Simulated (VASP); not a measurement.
A run of VASP 6.6.1 is set up as follows.

INCAR

```
  ALGO = Normal
  EDIFF = 1E-6
  ENCUT = 520
  GGA = PE
  ISIF = 2
  ISMEAR = 0
  LASPH = True
  LCHARG = False
  LREAL = False
  LWAVE = False
  NBANDS = 22
  NELM = 60
  PREC = Accurate
  SIGMA = 0.1
```

File KPOINTS:

```
k-points
0
Gamma
  18 18 4
```

Contents of POSCAR:

```
Si5O
1.0
    2.7328823010      0.0000000000      0.0000000000
   -1.3664411505      2.3667454982      0.0000000000
    0.0000000000      0.0000000000     11.9573323163
Si O
5 1
Direct
    0.6666666667      0.3333333333      0.8699125652
    0.0000000000      0.0000000000      0.6810497051
    0.6666666667      0.3333333333      0.5000000000
    0.0000000000      0.0000000000      0.3189502949
    0.6666666667      0.3333333333      0.1300874348
    0.0000000000      0.0000000000      0.0000000000
```

Potentials or basis: VASP PAW PBE potentials, release 64 (Si, O).

The run is started by

```bash
$ cat potpaw_PBE.64/Si/POTCAR potpaw_PBE.64/O/POTCAR > POTCAR
$ mpirun -np 1 vasp_std > vasp.out
```

Task: What does it give for the pressure?

Result: 0.0 GPa.

Task: Estimate the band gap on the k mesh.

Result: Zero (bands 13 and 14 overlap by 9.22 eV).

Task: Estimate the largest force.

Result: 0.006 eV/Å.

Forces on the atoms (eV/Å):
```
Si   0.000  0.000 -0.006
Si   0.000  0.000 -0.004
Si   0.000  0.000  0.000
Si   0.000  0.000  0.004
Si   0.000  0.000  0.006
O    0.000  0.000  0.000
```
